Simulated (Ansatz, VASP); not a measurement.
**One calculation of Al, two programs**

File INCAR:

```
  ALGO = Fast
  EDIFF = 1E-6
  ENCUT = 520
  GGA = CA
  ISIF = 2
  ISMEAR = 0
  LASPH = T
  LCHARG = F
  LREAL = F
  LWAVE = F
  NBANDS = 8
  NELM = 80
  PREC = Accurate
  SIGMA = 0.15
```

KPOINTS

```
k-points
0
Gamma
  22 22 22
```

Contents of POSCAR:

```
Al
1.0
   -1.4797582432      1.4797582432      1.8516214897
    1.4797582432     -1.4797582432      1.8516214897
    1.4797582432      1.4797582432     -1.8516214897
Al
1
Direct
    0.0000000000      0.0000000000      0.0000000000
```

Input for Ansatz:

```yaml
crystal:
  lattice:
    - [-1.4797582432, 1.4797582432, 1.8516214897]
    - [1.4797582432, -1.4797582432, 1.8516214897]
    - [1.4797582432, 1.4797582432, -1.8516214897]
  atoms:
    - { symbol: Al, position: [0.0, 0.0, 0.0] }
basis:
  ecutwfc: 420
kpoints:
  mp_grid: { grid: [22, 22, 22] }
hamiltonian:
  xc: lda
scf:
  occupations: { method: gaussian, width: 0.15 }
output:
  forces: true
  stress: true
  eigenvalues: true
```

Alike in both runs: task single point; functional LDA; k mesh 22 × 22 × 22; occupations gaussian, width 0.15 eV; no spin polarisation.

```csv
,VASP,Ansatz
version,VASP 6.6.1,Ansatz 0.2.0
potentials or method,"VASP PAW LDA potentials, release 64 (Al), cutoff 520 eV","scalar-relativistic, plane waves, PAW"
valence electrons in the cell,3,3
```

```tsv
	VASP	Ansatz	Ansatz less VASP
gap on the k mesh at the Fermi level (eV)	none	none	-
pressure (GPa)	-1.2	-1.2	-0.07
traceless stress, the component that is largest in VASP (GPa)	3.90	3.87	-0.030
```

LDA's correlation is that of Perdew and Zunger in VASP and of Perdew and Wang (1992) in Ansatz. A gap of «none» marks a metal or a gap that the smearing closes.
